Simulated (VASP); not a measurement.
# Pt (Im-3m) in VASP: notebook

Pt is run at these levels: HSE06, LDA; tasks: single point.

Program: VASP 6.6.1. These are calculated values, not measurements. Logs are shortened: lines on timing, memory, paths and dates and some standing lists are left out, and cuts for length are marked.

## (1) The cell of the first run

The structure is cubic, space group Im-3m (No. 229). The conventional cell has a = 3.147 Å, b = 3.147 Å, c = 3.147 Å, α = 90.00°, β = 90.00°, γ = 90.00°. Within 3.6 Å of Pt (site symmetry m-3m) lie 14 Pt at 2.73 to 3.15 Å.

This isn't the form of Pt at room conditions, which is fcc.

## (2) Single point, HSE06

Input file POSCAR:

```
Pt
1.0
   -1.5735873306      1.5735873306      1.5735873306
    1.5735873306     -1.5735873306      1.5735873306
    1.5735873306      1.5735873306     -1.5735873306
Pt
1
Direct
    0.0000000000      0.0000000000      0.0000000000
```

Input file INCAR.step1:

```
PREC = Accurate ; ENCUT = 520
EDIFF = 1E-5 ; ISMEAR = -1
SIGMA = 0.05 ; LREAL = False
LASPH = True ; NELM = 100
ALGO = Normal ; ISIF = 2
LWAVE = True ; LCHARG = False
GGA = PE ; NBANDS = 11
```

Input file INCAR.step2:

```
PREC = Accurate ; ENCUT = 520
EDIFF = 1E-6 ; ISMEAR = -1
SIGMA = 0.05 ; LREAL = False
LASPH = True ; NELM = 100
ALGO = Normal ; ISIF = 2
LWAVE = False ; LCHARG = False
GGA = PE ; LHFCALC = True
HFSCREEN = 0.2079 ; PRECFOCK = Normal
ISTART = 1 ; NBANDS = 11
```

Input file KPOINTS:

```
regular mesh
0
Gamma
  8 8 8
```

Potentials or basis: VASP PAW PBE potentials, release 64 (Pt).

Started as:

```bash
$ cat potpaw_PBE.64/Pt/POTCAR > POTCAR
$ cp INCAR.step1 INCAR
$ mpirun -np 1 vasp_std > vasp.out
$ cp INCAR.step2 INCAR
$ mpirun -np 1 vasp_std > vasp.out
```

OUTCAR:

```text
PREC = Accurate
   ENCUT = 520
   EDIFF = 1E-6
   ISMEAR = -1
   LREAL = False
   LASPH = True
   NELM = 100
   ISIF = 2
   GGA = PE
   LHFCALC = True
   HFSCREEN = 0.2079
   PRECFOCK = Normal
   ISTART = 1

 ion  position               nearest neighbor table
   1  0.000  0.000  0.000-

  LATTYP: Found a body centered cubic cell.
 ALAT       =     3.1471746612

  Lattice vectors:

 A1 = (  -1.5735873306,   1.5735873306,   1.5735873306)
 A2 = (   1.5735873306,  -1.5735873306,   1.5735873306)
 A3 = (   1.5735873306,   1.5735873306,  -1.5735873306)

Analysis of symmetry for initial positions (statically):
=====================================================================
 Subroutine PRICEL returns:
 Original cell was already a primitive cell.

 Routine SETGRP: Setting up the symmetry group for a
 body centered cubic supercell.

 Subroutine GETGRP returns: Found 48 space group operations
 (whereof 48 operations were pure point group operations)
 out of a pool of 48 trial point group operations.

The static configuration has the point symmetry O_h .

Analysis of symmetry for dynamics (positions and initial velocities):
=====================================================================
 Subroutine PRICEL returns:
 Original cell was already a primitive cell.

 Routine SETGRP: Setting up the symmetry group for a
 body centered cubic supercell.

 Subroutine GETGRP returns: Found 48 space group operations
 (whereof 48 operations were pure point group operations)
 out of a pool of 48 trial point group operations.

The dynamic configuration has the point symmetry O_h .

 Subroutine INISYM returns: Found 48 space group operations
 (whereof 48 operations are pure point group operations),
 and found     1 'primitive' translations

----------------------------------------------------------------------------------------

                                     Primitive cell

  volume of cell :      15.5859

  direct lattice vectors                    reciprocal lattice vectors
    -1.573587331  1.573587331  1.573587331     0.000000000  0.317745314  0.317745314
     1.573587331 -1.573587331  1.573587331     0.317745314  0.000000000  0.317745314
     1.573587331  1.573587331 -1.573587331     0.317745314  0.317745314  0.000000000

  length of vectors
     2.725533207  2.725533207  2.725533207     0.449359732  0.449359732  0.449359732

  position of ions in fractional coordinates (direct lattice)
     0.000000000  0.000000000  0.000000000

  ion indices of the primitive-cell ions
   primitive index   ion index
                 1           1

----------------------------------------------------------------------------------------

 KPOINTS: regular mesh

Automatic generation of k-mesh.
 Grid dimensions read from file:
 generate k-points for:    8    8    8

 Generating k-lattice:

  Cartesian coordinates                     Fractional coordinates (reciprocal lattice)
     0.000000000  0.039718164  0.039718164     0.125000000  0.000000000  0.000000000
     0.039718164  0.000000000  0.039718164     0.000000000  0.125000000  0.000000000
     0.039718164  0.039718164  0.000000000     0.000000000  0.000000000  0.125000000

  Length of vectors
     0.056169967  0.056169967  0.056169967

  Shift w.r.t. Gamma in fractional coordinates (k-lattice)
     0.000000000  0.000000000  0.000000000

 Subroutine IBZKPT returns following result:
 ===========================================

 Found     29 irreducible k-points:

 Following reciprocal coordinates:
            Coordinates               Weight
  0.000000  0.000000  0.000000      1.000000
  0.125000  0.000000  0.000000     12.000000
  0.250000  0.000000  0.000000     12.000000
  0.375000  0.000000  0.000000     12.000000
  0.500000  0.000000  0.000000      6.000000
  0.125000  0.125000  0.000000     24.000000
[... 16 lines left out ...]
 -0.250000  0.250000  0.250000      6.000000
 -0.375000  0.375000  0.250000     24.000000
 [... further k-points ...]
   k-points           NKPTS =     29   k-points in BZ     NKDIM =    512   number of bands    NBANDS=     11
   number of dos      NEDOS =    301   number of ions     NIONS =      1
   total plane-waves  NPLWV =   8000
   dimension x,y,z NGX =    20 NGY =   20 NGZ =   20
   dimension x,y,z NGXF=    40 NGYF=   40 NGZF=   40
   ions per type =               1
   NGX,Y,Z   is equivalent  to a cutoff of  12.20, 12.20, 12.20 a.u.
   NGXF,Y,Z  is equivalent  to a cutoff of  24.40, 24.40, 24.40 a.u.
 SYSTEM =  unknown system
   PREC   = accura    normal or accurate (medium, high low for compatibility)
   ISTART =      1    job   : 0-new  1-cont  2-samecut
   ICHARG =      0    charge: 1-file 2-atom 10-const
   ISPIN  =      1    spin polarized calculation?
   LNONCOLLINEAR =      F non collinear calculations
   LSORBIT =      F    spin-orbit coupling
   LASPH  =      T    aspherical Exc in radial PAW
   ENCUT  =  520.0 eV  38.22 Ry    6.18 a.u.   5.07  5.07  5.07*2*pi/ulx,y,z
   NELM   =    100;   NELMIN=  2; NELMDL=  0     # of ELM steps
   EDIFF  = 0.1E-05   stopping-criterion for ELM
   LREAL  =      F    real-space projection
   EDIFFG = 0.1E-04   stopping-criterion for IOM
   NSW    =      0    number of steps for IOM
   IBRION =     -1    ionic relax: 0-MD 1-quasi-New 2-CG
   NFREE  =      0    steps in history (QN), initial steepest desc. (CG)
   ISIF   =      2    stress and relaxation
   ISYM   =      3    0-nonsym 1-usesym 2-fastsym
   POTIM  = 0.5000    time-step for ionic-motion
   TEBEG  =    0.0;   TEEND  =   0.0 temperature during run
   PSTRESS=    0.0 pullay stress
   NELECT =      10.0000    total number of electrons
   NUPDOWN=      -1.0000    fix difference up-down
   EMIN   =  10.00;   EMAX   =-10.00  energy-range for DOS
   EFERMI =   0.00;   METHOD = LEGACY
   ISMEAR =    -1;   SIGMA  =   0.05  broadening in eV -4-tet -1-fermi 0-gaus
   EFERMI_NEDOS =   21; number of points for ismear=-14 and -15
   IALGO  =     38    algorithm
   IMIX   =      1    mixing-type and parameters
     AMIX     =   0.40;   BMIX     =  1.00
     AMIX_MAG =   1.60;   BMIX_MAG =  1.00
  volume/ion in A,a.u.               =      15.59       105.18
  Fermi-wavevector in a.u.,A,eV,Ry     =   1.411987  2.668268 27.126028  1.993707
  Thomas-Fermi vector in A             =   2.533782
   LORBIT       =      0    0 simple, 1 ext, 2 COOP (PROOUT), +10 PAW based schemes
   GGA     = PE    functional components
   LHFCALC =     T    Hartree Fock is set to
   PRECFOCK=normal    Normal, Fast or Accurate (Low or Medium for compatibility)
   ENCUT4O =  -1.0   cutoff for four orbital integrals eV
   NKREDX  =     1    reduce k-point grid by
   NKREDY  =     1    reduce k-point grid by
   NKREDZ  =     1    reduce k-point grid by
   AEXX    =    0.2500 exact exchange contribution
   HFSCREEN=    0.2079 screening length (either q_TF or 0.3 A-1)
   HFSCREENC=   0.2079 screening length for correlation (either q_TF or 0.3 A-1)
   ENCUTFOCK=  -1.0 apply spherical cutoff to Coloumb kernel
   IVDW    =     0    specifies the selected vdW correction
   LEPSILON=     F    determine dielectric tensor
   LRPA    =     F    only Hartree local field effects (RPA)
 non-spin polarized calculation
  energy-cutoff  :      520.00
  volume of cell :       15.59
 maximum number of plane-waves:       429
  NGX = 16; NGY = 16; NGZ = 16

 number of electron       9.9999997 magnetization

 Free energy of the ion-electron system (eV)
  ---------------------------------------------------
  ext. energy  EPLUGINS =         0.00000000
  ---------------------------------------------------
  free energy    TOTEN  =        -6.79170570 eV

  energy without entropy =       -6.77739691  energy(sigma->0) =       -6.78455131

 E-fermi :   9.9868     XC(G=0): -10.8086

 val. band max:        9.9298488619   @ k =  -0.3750   0.5000   0.1250
 cond. band min:       9.9964887135   @ k =  -0.3750   0.3750   0.1250
 fundamental gap:      0.0666398515
 Fermi energy:         9.9867801906

 k-point     1 :       0.0000    0.0000    0.0000
  band No.  band energies     occupation
      1      -0.4926      2.00000
      2       5.7928      2.00000
      3       5.7928      2.00000
      4       5.7928      2.00000
      5       8.1837      2.00000
      6       8.1837      2.00000
      7      28.3764      0.00000
      8      28.3764      0.00000
      9      28.3764      0.00000
     10      38.8016      0.00000
     11      38.8016      0.00000

 k-point     2 :       0.1250    0.0000    0.0000
  band No.  band energies     occupation
      1       0.2106      2.00000
      2       5.5244      2.00000
      3       5.7927      2.00000
      4       6.3981      2.00000
      5       7.9129      2.00000
      6       8.2189      2.00000
      7      28.5521      0.00000
      8      28.6765      0.00000
      9      29.3506      0.00000
     10      35.0204      0.00000
     11      35.4375      0.00000

 k-point     3 :       0.2500    0.0000    0.0000
  band No.  band energies     occupation
      1       1.8108      2.00000
      2       4.9256      2.00000
      3       5.9297      2.00000
      4       7.8105      2.00000
      5       8.0585      2.00000
      6       8.3467      2.00000
      7      25.9516      0.00000
      8      27.3318      0.00000
      9      31.9362      0.00000
     10      33.4880      0.00000
     11      34.3419      0.00000
[... 267 lines left out ...]
 k-point    23 :      -0.2500    0.2500    0.2500
  band No.  band energies     occupation
      1       3.6272      2.00000
      2       5.0732      2.00000
      3       6.6784      2.00000
      4       6.6784      2.00000
      5       7.9220      2.00000
      6       9.8064      1.94724
      7      25.9728      0.00000
      8      28.0517      0.00000
      9      28.0517      0.00000
     10      29.1299      0.00000
     11      37.8324      0.00000

 k-point    24 :      -0.3750    0.3750    0.2500
  band No.  band energies     occupation
      1       3.8570      2.00000
      2       4.3782      2.00000
      3       6.6823      2.00000
      4       7.3889      2.00000
      5       9.6887      1.99486
      6      12.0427      0.00000
      7      22.0790      0.00000
      8      24.9952      0.00000
      9      27.2830      0.00000
     10      30.3607      0.00000
     11      37.4129      0.00000

 [... further k-points ...]

------------------------ aborting loop because EDIFF is reached ----------------------------------------

  FORCE on cell =-STRESS in cart. coord.  units (eV):
  Direction    XX          YY          ZZ          XY          YZ          ZX
  --------------------------------------------------------------------------------------
  -------------------------------------------------------------------------------------
  Total       -0.2676088     -0.2676088     -0.2676088     -0.0000000     -0.0000000      0.0000000
  in kB      -27.5092281    -27.5092281    -27.5092281     -0.0000000     -0.0000000      0.0000000
  external PRESSURE =     -27.5092281 kB  Pullay stress =       0.0000000 kB

 VOLUME and BASIS-vectors are now :
 -----------------------------------------------------------------------------
  energy-cutoff  :      520.00
  volume of cell :       15.59
      direct lattice vectors                 reciprocal lattice vectors
    -1.573587331  1.573587331  1.573587331     0.000000000  0.317745314  0.317745314
     1.573587331 -1.573587331  1.573587331     0.317745314  0.000000000  0.317745314
     1.573587331  1.573587331 -1.573587331     0.317745314  0.317745314  0.000000000

 POSITION                                       TOTAL-FORCE (eV/Angst)
 -----------------------------------------------------------------------------------
      0.00000      0.00000      0.00000         0.000000      0.000000     -0.000000
 -----------------------------------------------------------------------------------
    total drift:                                0.000035     -0.000018     -0.000014

  FREE ENERGIE OF THE ION-ELECTRON SYSTEM (eV)
  ---------------------------------------------------
  free  energy   TOTEN  =        -6.7917057025 eV

  energy  without entropy=       -6.7773969099  energy(sigma->0) =       -6.78455131
```

Run time: 41 min. Hardware: 1 thread of AMD EPYC 7R43 (Zen 3), shared host; peak memory 0.21 GiB.

Results:

* Free energy: -6.7917 eV
* Pressure: -2.8 GPa
* Band gap on the k mesh: zero (bands 5 and 6 overlap by 2.92 eV)

Caveat: the PAW data sets were made with another functional, which shifts forces and pressure a little; spin-orbit coupling is left out, which moves the levels of the heavy elements.

## (3) Single point, LDA

This run uses another cell than the first one, of 15.90 Å³/atom.

Input file INCAR:

```
PREC = Accurate ; ENCUT = 520
EDIFF = 1E-6 ; ISMEAR = -1
SIGMA = 0.1 ; LREAL = F
LASPH = T ; NELM = 100
ALGO = Fast ; ISIF = 2
LWAVE = F ; LCHARG = F
GGA = CA ; NBANDS = 11
```

Input file KPOINTS:

```
regular mesh
0
Gamma
  10 10 10
```

Input file POSCAR:

```
Pt
1.0
   -1.5842200000      1.5842200000      1.5842200000
    1.5842200000     -1.5842200000      1.5842200000
    1.5842200000      1.5842200000     -1.5842200000
Pt
1
Direct
    0.0000000000      0.0000000000      0.0000000000
```

Potentials or basis: VASP PAW LDA potentials, release 64 (Pt).

Started as:

```bash
$ cat potpaw_LDA.64/Pt/POTCAR > POTCAR
$ mpirun -np 1 vasp_std > vasp.out
```

Wall time 11 s (1 thread of Intel Xeon 8259CL, shared host); peak memory 0.12 GiB.

Results (log left out):

- Free energy: -7.3596 eV
- Pressure: -15.1 GPa
- Band gap on the k mesh: zero (bands 5 and 6 overlap by 2.07 eV)

Levels at points of the mesh, in eV from the Fermi level:
| k point | band 1 | band 2 | band 3 | band 4 | band 5 | band 6 | band 7 | band 8 | band 9 | band 10 |
| --- | --- | --- | --- | --- | --- | --- | --- | --- | --- | --- |
| (0.00, 0.00, 0.00) | -9.55 | -3.57 | -3.57 | -3.57 | -1.05 | -1.05 | 16.97 | 16.97 | 16.97 | 27.00 |
| (0.50, 0.00, 0.00) | -6.62 | -4.98 | -1.24 | -0.73 | 0.18 | 0.94 | 6.13 | 13.14 | 15.62 | 23.82 |
| (0.50, 0.50, 0.50) | -6.10 | -6.10 | 0.42 | 0.42 | 0.42 | 7.51 | 7.51 | 7.51 | 12.54 | 18.93 |

Caveat: the cell stands under tension; spin-orbit coupling is left out, which moves the levels of the heavy elements.
